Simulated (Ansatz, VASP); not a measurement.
## Two plane-wave programs on HfN

```
Hf N
1.0
     0.00000    2.23605    2.23605
     2.23605    0.00000    2.23605
     2.23605    2.23605    0.00000
Hf N
1 1
Direct
  0.00000 0.00000 0.00000
  0.50000 0.50000 0.50000
```

Alike in both runs: task single point; functional PBEsol; k mesh 16 × 16 × 16; occupations fermi-dirac, width 0.15 eV; no spin polarisation.

|  | VASP | Ansatz |
| --- | --- | --- |
| version | VASP 6.6.1 | Ansatz 0.2.0 |
| potentials or method | VASP PAW PBE potentials, release 64 (Hf_pv, N), cutoff 520 eV | scalar-relativistic, plane waves, PAW |
| valence electrons in the cell | 15 | 31 |

```tsv
	VASP	Ansatz	Ansatz less VASP
gap on the k mesh at the Fermi level (eV)	none	none	-
pressure (GPa)	3.8	6.0	+2.20
```

VASP's potentials were made for PBE, not for PBEsol. A gap of «none» marks a metal or a gap that the smearing closes. With one functional, cell and mesh, what is left measures potentials, basis and numerics. VASP's potentials hold 15 valence electrons a cell and Ansatz's 31, so a difference there can come from the potentials and not from the codes.

Neither program's run includes spin-orbit coupling.
